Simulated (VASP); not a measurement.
# ZnSe3 (Cmmm) in VASP: further runs, part 2 of 2

VASP 6.6.1. Earlier steps stand in the parts before.

### Step 3. Relaxation of cell and atoms, PBE

This run uses another cell than the first one, of 24.46 Å³/atom, 0.919 times its volume.

Contents of INCAR:

```
SYSTEM = ZnSe3
  PREC = Accurate
  ENCUT = 500
  EDIFF = 1E-7
  ISMEAR = 0
  SIGMA = 0.1
  LREAL = .False.
  LASPH = .True.
  NELM = 120
  ALGO = Normal
  ISIF = 3
  LWAVE = .False.
  LCHARG = .False.
  GGA = PE
  IBRION = 2
  NSW = 90
  EDIFFG = -0.04
  GGA_COMPAT = .False.
  NELMIN = 4
```

Contents of KPOINTS:

```
regular mesh
0
Gamma
  4 4 6
  0 0 0
```

Contents of POSCAR:

```
ZnSe3
1.0
    2.6652106964     -5.0940527899      0.0000000000
    2.6652106964      5.0940527899      0.0000000000
    0.0000000000      0.0000000000      3.6032785542
Zn Se
1 3
Direct
    0.5000000000      0.5000000000      0.5000000000
    0.2542742849      0.7457257151      0.5000000000
    0.7457257151      0.2542742849      0.5000000000
    0.0000000000      0.0000000000      0.5000000000
```

Potentials or basis: VASP PAW PBE potentials, release 64 (Zn, Se).

Launch:

```bash
$ cat potpaw_PBE.64/Zn/POTCAR potpaw_PBE.64/Se/POTCAR > POTCAR
$ mpirun -np 1 vasp_std > vasp.out
```

OUTCAR:

```text
SYSTEM = ZnSe3
   PREC = Accurate
   ENCUT = 500
   EDIFF = 1E-7
   ISMEAR = 0
   LREAL = .False.
   LASPH = .True.
   NELM = 120
   ISIF = 3
   GGA = PE
   IBRION = 2
   NSW = 90
   EDIFFG = -0.04
   NELMIN = 4

 ion  position               nearest neighbor table
   1  0.500  0.500  0.500-   2 2.50   3 2.50   4 2.67   4 2.67
   2  0.254  0.746  0.500-   1 2.50   4 2.59   3 2.67   3 2.67
   3  0.746  0.254  0.500-   1 2.50   4 2.59   2 2.67   2 2.67
   4  0.000  0.000  0.500-   2 2.59   3 2.59   1 2.67   1 2.67

  LATTYP: Found a base centered orthorhombic cell.
 ALAT       =     5.3304213928
 B/A-ratio  =     1.9113133520
 C/A-ratio  =     0.6759838085

  Lattice vectors:

 A1 = (   2.6652106964,  -5.0940527899,   0.0000000000)
 A2 = (   2.6652106964,   5.0940527899,   0.0000000000)
 A3 = (   0.0000000000,   0.0000000000,   3.6032785542)

Analysis of symmetry for initial positions (statically):
=====================================================================
 Subroutine PRICEL returns:
 Original cell was already a primitive cell.

 Routine SETGRP: Setting up the symmetry group for a
 base centered orthorhombic supercell.

 Subroutine GETGRP returns: Found  8 space group operations
 (whereof  8 operations were pure point group operations)
 out of a pool of  8 trial point group operations.

The static configuration has the point symmetry D_2h.

Analysis of symmetry for dynamics (positions and initial velocities):
=====================================================================
 Subroutine PRICEL returns:
 Original cell was already a primitive cell.

 Routine SETGRP: Setting up the symmetry group for a
 base centered orthorhombic supercell.

 Subroutine GETGRP returns: Found  8 space group operations
 (whereof  8 operations were pure point group operations)
 out of a pool of  8 trial point group operations.

The dynamic configuration has the point symmetry D_2h.

 Subroutine INISYM returns: Found  8 space group operations
 (whereof  8 operations are pure point group operations),
 and found     1 'primitive' translations

----------------------------------------------------------------------------------------

                                     Primitive cell

  volume of cell :      97.8414

  direct lattice vectors                    reciprocal lattice vectors
     2.665210696 -5.094052790  0.000000000     0.187602429 -0.098153675  0.000000000
     2.665210696  5.094052790  0.000000000     0.187602429  0.098153675  0.000000000
     0.000000000  0.000000000  3.603278554     0.000000000  0.000000000  0.277525033

  length of vectors
     5.749149666  5.749149666  3.603278554     0.211728163  0.211728163  0.277525033

  position of ions in fractional coordinates (direct lattice)
     0.500000000  0.500000000  0.500000000
     0.254274285  0.745725715  0.500000000
     0.745725715  0.254274285  0.500000000
     0.000000000  0.000000000  0.500000000

  ion indices of the primitive-cell ions
   primitive index   ion index
                 1           1
                 2           2
                 3           3
[... 35 lines left out ...]
 -0.250000  0.250000  0.000000      2.000000
[... 16 lines left out ...]
  0.250000  0.000000  0.500000      4.000000
  0.500000  0.000000  0.500000      2.000000
 [... further k-points ...]
   k-points           NKPTS =     28   k-points in BZ     NKDIM =     28   number of bands    NBANDS=     19
   number of dos      NEDOS =    301   number of ions     NIONS =      4
   total plane-waves  NPLWV =  49392
   dimension x,y,z NGX =    42 NGY =   42 NGZ =   28
   dimension x,y,z NGXF=    84 NGYF=   84 NGZF=   56
   ions per type =               1   3
   NGX,Y,Z   is equivalent  to a cutoff of  12.14, 12.14, 12.92 a.u.
   NGXF,Y,Z  is equivalent  to a cutoff of  24.29, 24.29, 25.84 a.u.
 SYSTEM =  ZnSe3
   PREC   = accura    normal or accurate (medium, high low for compatibility)
   ISTART =      0    job   : 0-new  1-cont  2-samecut
   ICHARG =      2    charge: 1-file 2-atom 10-const
   ISPIN  =      1    spin polarized calculation?
   LNONCOLLINEAR =      F non collinear calculations
   LSORBIT =      F    spin-orbit coupling
   LASPH  =      T    aspherical Exc in radial PAW
   ENCUT  =  500.0 eV  36.75 Ry    6.06 a.u.  10.48 10.48  6.57*2*pi/ulx,y,z
   NELM   =    120;   NELMIN=  4; NELMDL= -5     # of ELM steps
   EDIFF  = 0.1E-06   stopping-criterion for ELM
   LREAL  =      F    real-space projection
   EDIFFG = -.4E-01   stopping-criterion for IOM
   NSW    =     90    number of steps for IOM
   IBRION =      2    ionic relax: 0-MD 1-quasi-New 2-CG
   NFREE  =      1    steps in history (QN), initial steepest desc. (CG)
   ISIF   =      3    stress and relaxation
   ISYM   =      2    0-nonsym 1-usesym 2-fastsym
   POTIM  = 0.5000    time-step for ionic-motion
   TEBEG  =    0.0;   TEEND  =   0.0 temperature during run
   PSTRESS=    0.0 pullay stress
   NELECT =      30.0000    total number of electrons
   NUPDOWN=      -1.0000    fix difference up-down
   EMIN   =  10.00;   EMAX   =-10.00  energy-range for DOS
   EFERMI =   0.00;   METHOD = LEGACY
   ISMEAR =     0;   SIGMA  =   0.10  broadening in eV -4-tet -1-fermi 0-gaus
   EFERMI_NEDOS =   21; number of points for ismear=-14 and -15
   IALGO  =     38    algorithm
   IMIX   =      4    mixing-type and parameters
     AMIX     =   0.40;   BMIX     =  1.00
     AMIX_MAG =   1.60;   BMIX_MAG =  1.00
  volume/ion in A,a.u.               =      24.46       165.07
  Fermi-wavevector in a.u.,A,eV,Ry     =   1.103929  2.086123 16.580853  1.218658
  Thomas-Fermi vector in A             =   2.240394
   LORBIT       =      0    0 simple, 1 ext, 2 COOP (PROOUT), +10 PAW based schemes
   GGA     = PE    functional components
   LHFCALC =     F    Hartree Fock is set to
   AEXX    =    0.0000 exact exchange contribution
   IVDW    =     0    specifies the selected vdW correction
   LEPSILON=     F    determine dielectric tensor
   LRPA    =     F    only Hartree local field effects (RPA)
 conjugate gradient relaxation of ions
 non-spin polarized calculation
 Gauss-broadening in eV      SIGMA  =   0.10
  energy-cutoff  :      500.00
  volume of cell :       97.84
 maximum number of plane-waves:      2508
 NGX is ok and might be reduce to    42
   NGX = 21   NGY = 21   NGZ = 13

--------------------------------------- Ionic step        1  -------------------------------------------

 number of electron      29.9999982 magnetization

 Free energy of the ion-electron system (eV)
  ---------------------------------------------------
  ext. energy  EPLUGINS =         0.00000000
  ---------------------------------------------------
  free energy    TOTEN  =       -11.41786495 eV

  energy without entropy =      -11.40480291  energy(sigma->0) =      -11.41133393

------------------------ aborting loop because EDIFF is reached ----------------------------------------

  FORCE on cell =-STRESS in cart. coord.  units (eV):
  Direction    XX          YY          ZZ          XY          YZ          ZX
  --------------------------------------------------------------------------------------
  -------------------------------------------------------------------------------------
  Total       -0.3451252      0.6051516      0.4206497     -0.0000000      0.0000000      0.0000000
  in kB       -5.6515088      9.9095048      6.8882420     -0.0000000      0.0000000      0.0000000
  external PRESSURE =       3.7154127 kB  Pullay stress =       0.0000000 kB
[... 253 lines left out ...]
--------------------------------------- Ionic step        8  -------------------------------------------

 number of electron      30.0000005 magnetization

 Free energy of the ion-electron system (eV)
  ---------------------------------------------------
  ext. energy  EPLUGINS =         0.00000000
  ---------------------------------------------------
  free energy    TOTEN  =       -11.42950460 eV

  energy without entropy =      -11.41789465  energy(sigma->0) =      -11.42369963

 E-fermi :   2.4066     XC(G=0):  -9.1069

 val. band max:        2.3611971590   @ k =   0.5000   0.2500   0.1667
 cond. band min:       2.4225185134   @ k =   0.2500   0.0000   0.1667
 fundamental gap:      0.0613213545
 Fermi energy:         2.4065530658

 k-point     1 :       0.0000    0.0000    0.0000
  band No.  band energies     occupation
      1     -12.6626      2.00000
      2      -9.7589      2.00000
      3      -9.0451      2.00000
      4      -4.8441      2.00000
      5      -4.8222      2.00000
      6      -4.7100      2.00000
[... 505 lines left out ...]
      6      -4.7774      2.00000
[... 11 lines left out ...]
     18       4.5886      0.00000
     19       7.6668      0.00000

 [... further k-points ...]

------------------------ aborting loop because EDIFF is reached ----------------------------------------

  FORCE on cell =-STRESS in cart. coord.  units (eV):
  Direction    XX          YY          ZZ          XY          YZ          ZX
  --------------------------------------------------------------------------------------
  -------------------------------------------------------------------------------------
  Total       -0.0383926     -0.0322368      0.0313772     -0.0000000      0.0000000      0.0000000
  in kB       -0.6102908     -0.5124378      0.4987743     -0.0000000      0.0000000      0.0000000
  external PRESSURE =      -0.2079848 kB  Pullay stress =       0.0000000 kB
[... 19 lines left out ...]
  FREE ENERGIE OF THE ION-ELECTRON SYSTEM (eV)
  ---------------------------------------------------
  free  energy   TOTEN  =       -11.4295045953 eV

  energy  without entropy=      -11.4178946547  energy(sigma->0) =      -11.42369963

 reached required accuracy - stopping structural energy minimisation
```

CONTCAR:

```text
ZnSe3
   1.00000000000000
     2.6527633964037074   -5.1202442469715157    0.0000000000000000
     2.6527633964037074    5.1202442469715157    0.0000000000000000
     0.0000000000000000    0.0000000000000000    3.7102360903400196
  Zn              Se
     1     3
Direct
     0.5000000000000000    0.5000000000000000    0.5000000000000000
     0.2523535097312325    0.7476464902687674    0.5000000000000000
     0.7476464902687674    0.2523535097312325    0.5000000000000000
     0.0000000000000000    1.0000000000000000    0.5000000000000000

  0.00000000E+00  0.00000000E+00  0.00000000E+00
  0.00000000E+00  0.00000000E+00  0.00000000E+00
  0.00000000E+00  0.00000000E+00  0.00000000E+00
  0.00000000E+00  0.00000000E+00  0.00000000E+00
```

It took 2 min on 1 thread of Intel Xeon 6975P-C (Granite Rapids), shared host; peak memory 0.24 GiB.

What came out:

```
Free energy                            : -11.4295 eV
Relaxed volume                         : 25.20 Å³/atom
Relaxed cell                           : a = 5.767 Å, b = 5.767 Å, c = 3.710 Å, α = 90.00°, β = 90.00°, γ = 125.22°
Space group after relaxing (to 0.05 Å) : Cmmm (No. 65)
Energy gained by relaxing              : 2.9 meV/atom
Ionic steps                            : 8
Pressure after relaxing                : 0.0 GPa
Largest force after relaxing           : 0.029 eV/Å
Band gap on the k mesh                 : zero (band 15 reaches 3.32 eV, above the bottom of band 16 at 1.28 eV)
```

Forces on the atoms (eV/Å):
```
Zn   0.000  0.000  0.000
Se   0.000 -0.029  0.000
Se   0.000  0.029  0.000
Se   0.000  0.000  0.000
```

Stress tensor (GPa, compression positive):
```
-0.06  0.00  0.00
 0.00 -0.05  0.00
 0.00  0.00  0.05
```

Step by step:
```
step  energy change (eV)  largest force (eV/Å)  pressure (GPa)  volume (Å³)
   1              0.0000                0.1415            0.37        97.84
   2             -0.0057                0.1080            0.05        98.64
   3             -0.0058                0.1023           -0.01        98.79
   4             -0.0087                0.0194            0.14        99.10
   5             -0.0096                0.0654            0.28        99.38
   6             -0.0107                0.0686           -0.03       100.33
   7             -0.0108                0.0690           -0.08       100.50
   8             -0.0116                0.0293           -0.02       100.79
```

Final structure:
```
Zn Se
1.0
     2.65276   -5.12024    0.00000
     2.65276    5.12024    0.00000
     0.00000    0.00000    3.71024
Zn Se
1 3
Direct
  0.50000 0.50000 0.50000
  0.25235 0.74765 0.50000
  0.74765 0.25235 0.50000
  0.00000 0.00000 0.50000
```

Levels at points of the mesh, in eV from the Fermi level:
```
           k point  band 13  band 14  band 15  band 16  band 17  band 18
(0.00, 0.00, 0.00)    -2.03     0.39     0.91     2.24     2.38     4.42
(0.50, 0.00, 0.00)    -1.43    -1.19    -0.54     0.60     1.70     4.27
(0.50, 0.50, 0.00)    -1.35    -0.75     0.54     0.66     1.05     4.62
(0.00, 0.00, 0.50)    -3.04    -1.72    -1.11     2.52     2.69     3.29
(0.50, 0.00, 0.50)    -2.30    -1.57    -1.12    -1.11     1.47     2.18
(0.50, 0.50, 0.50)    -3.09    -2.25    -1.30     0.98     1.64     3.17
```

### Step 4. Single point, PBE

This run uses another cell than the first one, of 25.10 Å³/atom, 0.943 times its volume.

Contents of INCAR:

```
ALGO = Normal ; EDIFF = 1E-6
ENCUT = 500 ; GGA = PE
GGA_COMPAT = F ; ISIF = 2
ISMEAR = 0 ; LASPH = T
LCHARG = F ; LREAL = F
LWAVE = F ; NBANDS = 23
NELM = 120 ; PREC = Accurate
SIGMA = 0.1
```

Contents of KPOINTS:

```
k-points
0
Gamma
  10 10 12
```

Contents of POSCAR:

```
ZnSe3
1.0
    2.5964658853     -5.2009062462      0.0000000000
    2.5964658853      5.2009062462      0.0000000000
    0.0000000000      0.0000000000      3.7169589305
Zn Se
1 3
Direct
    0.5000000000      0.5000000000      0.5000000000
    0.2545755898      0.7454244102      0.5000000000
    0.7454244102      0.2545755898      0.5000000000
    0.0000000000      0.0000000000      0.5000000000
```

Launch:

```bash
$ cat potpaw_PBE.64/Zn/POTCAR potpaw_PBE.64/Se/POTCAR > POTCAR
$ mpirun -np 1 vasp_std > vasp.out
```

Run time: 2.8 min. Hardware: 1 thread of Intel Xeon 6975P-C (Granite Rapids), shared host; peak memory 0.53 GiB.

Results (log left out):

- Free energy: -11.3625 eV
- Pressure: 0.1 GPa
- Largest force: 0.010 eV/Å
- Band gap on the k mesh: zero (band 15 reaches 3.41 eV, above the bottom of band 16 at 1.29 eV)

Forces on the atoms (eV/Å):
```
Zn   0.000  0.000  0.000
Se   0.000  0.010  0.000
Se   0.000 -0.010  0.000
Se   0.000  0.000  0.000
```

Stress tensor (GPa, compression positive):
```
0.12 0.00 0.00
0.00 0.15 0.00
0.00 0.00 0.02
```

Levels at points of the mesh, in eV from the Fermi level:
```tsv
k point	band 13	band 14	band 15	band 16	band 17	band 18
(0.00, 0.00, 0.00)	-2.17	0.21	0.90	1.93	2.27	4.74
(0.50, 0.00, 0.00)	-1.43	-1.20	-0.71	0.41	1.69	4.18
(0.50, 0.50, 0.00)	-1.61	-0.72	0.09	0.44	0.95	4.50
(0.00, 0.00, 0.50)	-3.01	-1.89	-1.07	2.19	2.78	3.19
(0.50, 0.00, 0.50)	-2.55	-1.74	-1.19	-1.14	1.42	2.08
(0.50, 0.50, 0.50)	-3.22	-2.53	-1.29	0.52	1.45	3.23
```

### Step 5. The runs side by side

| task | cell | k mesh | gap on the mesh (eV) | pressure (GPa) | relaxed volume (Å³/atom) | largest force (eV/Å) |
| --- | --- | --- | --- | --- | --- | --- |
| relaxation of cell and atoms | relaxed from a = 4.394, b = 4.394, c = 6.045 Å, angles 90.0, 90.0, 114.2°, 4 atoms | 4 × 4 × 4 | none | 0.0 | 34.37 | 0.04 |
| relaxation of cell and atoms | relaxed from a = 5.749, b = 5.749, c = 3.603 Å, angles 90.0, 90.0, 124.8°, 4 atoms | 4 × 4 × 6 | none | 0.0 | 25.20 | 0.03 |
| single point | a = 5.813, b = 5.813, c = 3.717 Å, angles 90.0, 90.0, 126.9°, 4 atoms | 10 × 10 × 12 | none | 0.1 | - | 0.01 |

Alike in all rows: level PBE; potentials or basis VASP PAW PBE potentials, release 64 (Zn, Se); no spin polarisation; cutoff (eV) 500; smearing gaussian 0.1 eV.

Caveats: some runs use coarse meshes; the volume moved by over 15 % at a fixed basis, so the end points are rough (some runs).

Total energies depend on the potentials used, so only differences within one code and one set of settings carry meaning.
